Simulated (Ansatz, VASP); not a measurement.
P in VASP and in Ansatz

Contents of INCAR:

```
SYSTEM = P
PREC = Accurate
ENCUT = 520
EDIFF = 1E-6
ISMEAR = -1
SIGMA = 0.1
LREAL = .False.
LASPH = .True.
NELM = 60
ALGO = Normal
ISIF = 2
LWAVE = .False.
LCHARG = .False.
GGA = B5
ALDAX = 1.0
AGGAX = 1.0
AGGAC = 1.0
ALDAC = 0.0
NBANDS = 12
```

File KPOINTS:

```
regular mesh
0
Gamma
  11 11 11
  0 0 0
```

Contents of POSCAR:

```
P
1.0
    0.0000000000      2.7381790424      2.7381790424
    2.7381790424      0.0000000000      2.7381790424
    2.7381790424      2.7381790424      0.0000000000
P
2
Direct
    0.1250000000      0.1250000000      0.1250000000
    0.8750000000      0.8750000000      0.8750000000
```

Input for Ansatz:

```yaml
crystal:
  lattice:
    - [0.0, 2.7381790424, 2.7381790424]
    - [2.7381790424, 0.0, 2.7381790424]
    - [2.7381790424, 2.7381790424, 0.0]
  atoms:
    - { symbol: P, position: [0.125, 0.125, 0.125] }
    - { symbol: P, position: [0.875, 0.875, 0.875] }
hamiltonian:
  xc: blyp
  pseudopotentials:
    kind: paw
    azcp:
      P: "pseudopotentials/P.paw.azcp"
basis:
  ecutwfc: 420
  fft_grid_basis: typed
kpoints:
  mp_grid: { grid: [11, 11, 11], shift: [0, 0, 0] }
magnetization:
  spin_polarized: false
scf:
  occupations: { method: fermi_dirac, width: 0.1 }
  lower_state_search: "off"
output:
  stress: true
```

Alike in both runs: task single point; functional BLYP; k mesh 11 × 11 × 11; occupations fermi-dirac, width 0.1 eV; no spin polarisation.

|  | VASP | Ansatz |
| --- | --- | --- |
| version | VASP 6.6.1 | Ansatz 0.2.0 |
| potentials or method | VASP PAW PBE potentials, release 64 (P), cutoff 520 eV | plane waves (420 eV) with PAW, scalar-relativistic |
| valence electrons in the cell | 10 | 10 |

|  | VASP | Ansatz | Ansatz less VASP |
| --- | --- | --- | --- |
| pressure (GPa) | 5.9 | 5.8 | -0.11 |

VASP's potentials were made for PBE, not for BLYP. With one functional, cell and mesh, what is left measures potentials, basis and numerics.
